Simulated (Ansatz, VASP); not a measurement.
## TiSe3: VASP beside Ansatz

```
Ti Se
1.0
     4.94764    0.00000    0.00000
     0.00000    4.94764    0.00000
     0.00000    0.00000    4.94764
Ti Se
1 3
Direct
  0.50000 0.50000 0.50000
  0.00000 0.50000 0.50000
  0.50000 0.00000 0.50000
  0.50000 0.50000 0.00000
```

Alike in both runs: functional PBE; k mesh 10 × 10 × 10; occupations gaussian, width 0.1 eV; no spin polarisation.

Ansatz relaxed the structure, and its values are those at the end. VASP's run is a single point on that final structure, the one shown.

```csv
,VASP,Ansatz
version,VASP 6.6.1,Ansatz 0.2.0
potentials or method,"VASP PAW PBE potentials, release 64 (Ti_sv, Se), cutoff 520 eV","scalar-relativistic, plane waves, PAW"
valence electrons in the cell,30,60
```

|  | VASP | Ansatz | Ansatz less VASP |
| --- | --- | --- | --- |
| gap on the k mesh at the Fermi level (eV) | none | none | - |
| pressure (GPa) | 0.1 | 0.0 | -0.04 |

A gap of «none» marks a metal or a gap that the smearing closes. VASP's potentials hold 30 valence electrons a cell and Ansatz's 60, so a difference there can come from the potentials and not from the codes.
